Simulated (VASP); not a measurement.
Wanted: the native input for a VASP 6.6.1 run.

- Task: single point
- Functional: PBE
- Dispersion: D3(BJ)
- Potentials or basis: VASP PAW PBE potentials, release 64 (C, N, H)
- Cutoff: 520 eV
- k mesh: 3 × 3 × 1
- Occupations: gaussian, width 0.05 eV
- Spin: no spin polarisation
- Dipole correction: yes
- Further INCAR settings: LREAL = Auto; ALGO = Normal; EDIFF = 1e-07; NBANDS = 62

The structure of H3C20N lies in POSCAR:

```
H3C20N
1.0
    7.3951485247      0.0000000000      0.0000000000
   -3.6975742623      6.4043864871      0.0000000000
    0.0000000000      0.0000000000     20.9919100066
C N H
20 1 3
Direct
    0.5555555556      0.4444444444      0.3810991948
    0.5563411020      0.7783775239      0.3812409419
    0.5560610897      0.1108570792      0.3812410062
    0.8895303385      0.4449545505      0.3812975891
    0.8893278038      0.7775867016      0.3810493104
    0.8887331907      0.1109672308      0.3809866276
    0.2226581287      0.4441889282      0.3811740749
    0.2221132498      0.7777607509      0.3812944432
    0.2227899641      0.1115459035      0.3808706619
    0.4445061151      0.2223888716      0.3809962063
    0.4447735621      0.5552657303      0.3812012473
    0.4452824230      0.8892401671      0.3813186569
    0.7780838960      0.2218263222      0.3812248051
    0.7786682581      0.5560347763      0.3812106424
    0.7778775805      0.8890787383      0.3810126051
    0.1118010109      0.2225040865      0.3809136328
    0.1111412828      0.5557495540      0.3813362779
    0.1112501463      0.8884584876      0.3810455709
    0.3073963522      0.2551265068      0.5430161861
    0.0911220202      0.0879875557      0.5406241830
   -0.0818455791     -0.0456767998      0.5386758794
    0.3520419949      0.3115453160      0.5920643835
    0.4106947837      0.1990974742      0.5255929980
    0.3298824357      0.3863119960      0.5129456446
```

These files were run (other wordings do the same):

INCAR

```
SYSTEM = H3C20N
PREC = Accurate ; ENCUT = 520
EDIFF = 1E-7 ; ISMEAR = 0
SIGMA = 0.05 ; LREAL = Auto
LASPH = .TRUE. ; NELM = 100
ALGO = Normal ; ISIF = 2
LWAVE = .FALSE. ; LCHARG = .FALSE.
LDIPOL = .TRUE. ; IDIPOL = 3
DIPOL = 0.5 0.5 0.421 ; GGA = PE
IVDW = 12 ; NBANDS = 62
```

KPOINTS

```
regular mesh
0
G
  3 3 1
  0 0 0
```

Potentials or basis: VASP PAW PBE potentials, release 64 (C, N, H).

Command:

```sh
$ cat potpaw_PBE.64/C/POTCAR potpaw_PBE.64/N/POTCAR potpaw_PBE.64/H/POTCAR > POTCAR
$ mpirun -np 1 vasp_std > vasp.out
```

Results of the run:

The largest force is 0.390 eV/Å. The band gap on the k mesh is 0.07 eV. The dispersion energy per atom is -0.081 eV.

Wall time 19 min on 1 thread of Intel Xeon 8259CL, on a shared host, peak memory 1 GiB.
